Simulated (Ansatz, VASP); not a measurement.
# BaS: VASP beside Ansatz

File INCAR:

```
SYSTEM = BaS
PREC = Accurate ; ENCUT = 520
EDIFF = 1E-7 ; ISMEAR = -1
SIGMA = 0.02 ; LREAL = .False.
LASPH = .True. ; NELM = 60
ALGO = Normal ; ISIF = 2
LWAVE = .False. ; LCHARG = .False.
GGA = PE ; NBANDS = 15
```

KPOINTS

```
Automatic mesh
0
Gamma
  8 8 8
  0 0 0
```

Contents of POSCAR:

```
BaS
1.0
    0.0000000000      3.2439138319      3.2013869989
    3.2439138319      0.0000000000      3.2013869989
    3.2439138319      3.2439138319      0.0000000000
Ba S
1 1
Direct
    0.0000000000      0.0000000000      0.0000000000
    0.5000000000      0.5000000000      0.5000000000
```

Input for Ansatz:

```yaml
crystal:
  lattice:
    - [0.0, 3.2439138319, 3.2013869989]
    - [3.2439138319, 0.0, 3.2013869989]
    - [3.2439138319, 3.2439138319, 0.0]
  atoms:
    - { symbol: Ba, position: [0.0, 0.0, 0.0] }
    - { symbol: S, position: [0.5, 0.5, 0.5] }
kpoints:
  mp_grid: { grid: [8, 8, 8] }
  band_path:
    path:
      - [0.0, 0.0, 0.0]
      - [0.5, 0.0, 0.5]
      - [0.625, 0.25, 0.625]
      - [0.375, 0.375, 0.75]
      - [0.5, 0.5, 0.5]
      - [0.5, 0.25, 0.75]
      - [0.5, 0.5, 0.0]
    npoints: 1
hamiltonian:
  xc: pbe
scf:
  occupations: { method: fermi_dirac, width: 0.02 }
  n_extra_bands: 4
output:
  forces: true
  stress: true
  eigenvalues: true
```

Change from the starting cell: epitaxial_xy strain +1.0%.

Alike in both runs: task single point; functional PBE; k mesh 8 × 8 × 8; occupations fermi-dirac, width 0.02 eV; no spin polarisation.

```csv
,VASP,Ansatz
version,VASP 6.6.1,Ansatz 0.2.0
potentials or method,"VASP PAW PBE potentials, release 64 (Ba_sv, S)","plane waves, PAW"
plane-wave cutoff (eV),520,420
valence electrons in the cell,16,16
```

|  | VASP | Ansatz | Ansatz less VASP |
| --- | --- | --- | --- |
| gap on the k mesh at the Fermi level (eV) | 2.13 | 2.22 | +0.094 |
| pressure (GPa) | 0.0 | -0.6 | -0.52 |
| traceless stress, the component that is largest in VASP (GPa) | 0.66 | 0.60 | -0.063 |

Neither program's run includes spin-orbit coupling.
